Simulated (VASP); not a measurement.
The system is Na.

```
CELL_PARAMETERS angstrom
-2.14100 2.14100 2.14100
2.14100 -2.14100 2.14100
2.14100 2.14100 -2.14100
ATOMIC_POSITIONS crystal
Na 0.00000 0.00000 0.00000
```

| Item | Value |
| --- | --- |
| Program | VASP 6.6.1 |
| Task | relaxation of cell and atoms |
| Functional | PBE |
| Potentials or basis | VASP PAW PBE potentials, release 64 (Na_pv) |
| Cutoff | 600 eV |
| k mesh | 7 × 7 × 7 |
| Occupations | fermi-dirac, width 0.02 eV |
| Spin | no spin polarisation |

At the start: pressure -0.4 GPa; volume 39.26 Å³/atom.

Where does the relaxation end?

Over 3 steps the energy falls by 3.2 meV/atom and the volume is 36.93 Å³/atom (-5.9 %); space group Im-3m (No. 229, to 0.05 Å).

Step by step:
```
step  energy change (eV)  largest force (eV/Å)  pressure (GPa)  volume (Å³)
   1              0.0000                0.0000           -0.44        39.26
   2             -0.0014                0.0000           -0.33        38.65
   3             -0.0032                0.0000           -0.01        36.93
```

Final structure:
```cif
data_structure
_symmetry_space_group_name_H-M 'P 1'
_symmetry_Int_Tables_number 1
_cell_length_a 3.6336
_cell_length_b 3.6336
_cell_length_c 3.6336
_cell_angle_alpha 109.471
_cell_angle_beta 109.471
_cell_angle_gamma 109.471
_cell_volume 36.93
loop_
_atom_site_label
_atom_site_type_symbol
_atom_site_fract_x
_atom_site_fract_y
_atom_site_fract_z
_atom_site_occupancy
Na1 Na 0.00000 0.00000 0.00000 1
```
